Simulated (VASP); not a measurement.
PbSe: single point with PBEsol

PbSe, a slab with vacuum:

```xyz
4
Lattice="4.4149 0.0000 0.0000 -0.0103 4.4149 0.0000 -2.2023 -2.2074 12.0008" Properties=species:S:1:pos:R:3 pbc="T T T"
Pb    2.1642    2.2328    7.4120
Pb    0.0084    0.0105    4.5790
Se   -0.0482    0.0208    7.4649
Se    2.1511    2.3146    4.5220
```

```json
{"Program": "VASP 6.6.1", "Task": "single point", "Functional": "PBEsol", "Potentials or basis": "VASP PAW PBE potentials, release 64 (Pb_d, Se)", "Cutoff": "520 eV", "k mesh": "4 × 4 × 2", "Occupations": "gaussian, width 0.01 eV", "Spin": "no spin polarisation"}
```

- Largest force: 0.488 eV/Å
- Band gap on the k mesh: 1.51 eV

Forces in eV/Å, atoms in the order of the input:
```
Pb   0.018 -0.005 -0.487
Pb  -0.007 -0.008  0.466
Se  -0.005  0.078 -0.417
Se  -0.006 -0.065  0.438
```

Levels at points of the mesh, in eV from the valence-band top:
```tsv
k point	band 18	band 19	band 20	band 21	band 22	band 23
(0.00, 0.00, 0.00)	-1.29	-1.27	-0.39	2.14	4.04	4.51
(0.50, 0.00, 0.00)	-0.77	-0.04	0.00	1.51	1.56	2.49
(0.00, 0.50, 0.00)	-0.73	-0.04	-0.02	1.53	1.55	2.43
(0.50, 0.50, 0.00)	-2.66	-1.27	-1.26	3.55	3.58	5.13
(0.00, 0.00, 0.50)	-1.29	-1.27	-0.39	2.05	4.51	4.62
(0.50, 0.00, 0.50)	-0.77	-0.04	0.00	1.51	1.56	2.49
(0.00, 0.50, 0.50)	-0.73	-0.04	-0.02	1.53	1.55	2.43
(0.50, 0.50, 0.50)	-2.66	-1.27	-1.26	3.55	3.57	5.13
```

Run time: 4.4 min on 1 thread of AMD EPYC 7R43 64-Core Processor (Zen 3) (shared host), peak memory 0.36 GiB.

Caveat: the PAW data sets were made with another functional, which shifts forces and pressure a little; spin-orbit coupling is left out, which moves the levels of the heavy elements.
